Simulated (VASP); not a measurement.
**Ag: single point with r2SCAN**

Ag:

```
CELL_PARAMETERS angstrom
-1.65565 1.59357 1.59357
1.65565 -1.71774 1.71774
1.65565 1.71774 -1.71774
ATOMIC_POSITIONS crystal
Ag 0.00000 0.00000 0.00000
```

This cell differs from its parent crystal: strain -0.0750 x Voigt [0, 0, 0, 1, 0, 0].

```
Program                : VASP 6.6.1
Task                   : single point
Functional             : r2SCAN
Potentials or basis    : VASP PAW PBE potentials, release 64 (Ag)
Cutoff                 : 520 eV
k mesh                 : 20 × 20 × 20
Occupations            : gaussian, width 0.15 eV
Spin                   : no spin polarisation
Dipole correction      : no
Further INCAR settings : ALGO = Normal; EDIFF = 1e-06; NBANDS = 12
```

```yaml
Pressure: -3.0 GPa
Band_gap_on_the_k_mesh: zero (an odd number of electrons rules out a gap without spin polarisation)
```

Stress tensor (GPa, compression positive):
```
-2.75  0.00  0.00
 0.00 -3.09  3.19
 0.00  3.19 -3.09
```

Levels at points of the mesh, in eV from the Fermi level:
```
           k point  band 1  band 2  band 3  band 4  band 5  band 6  band 7  band 8  band 9  band 10
(0.00, 0.00, 0.00)   -7.56   -5.41   -5.15   -4.82   -3.87   -3.83   17.54   18.44   18.99    22.99
(0.50, 0.00, 0.00)   -6.43   -5.69   -4.00   -3.95   -2.78    0.58    4.70   13.18   13.85    19.27
(0.00, 0.50, 0.00)   -6.43   -5.84   -3.91   -3.78   -2.96    0.11    3.89   12.97   15.19    19.28
(0.00, 0.50, 0.50)   -6.47   -5.99   -3.81   -3.62   -3.08   -0.32    3.08   14.06   15.09    20.35
(0.50, 0.50, 0.50)   -6.44   -6.40   -3.40   -3.18   -2.93    6.92    6.98    7.16   12.44    13.34
```

Run time: 14 min on 1 thread of Intel Xeon 8259CL, with other jobs on the host, peak memory 0.35 GiB.

Caveat: the cell differs from its parent crystal (strain -0.0750 x Voigt [0, 0, 0, 1, 0, 0]); the PAW data sets were made with another functional, which shifts forces and pressure a little.
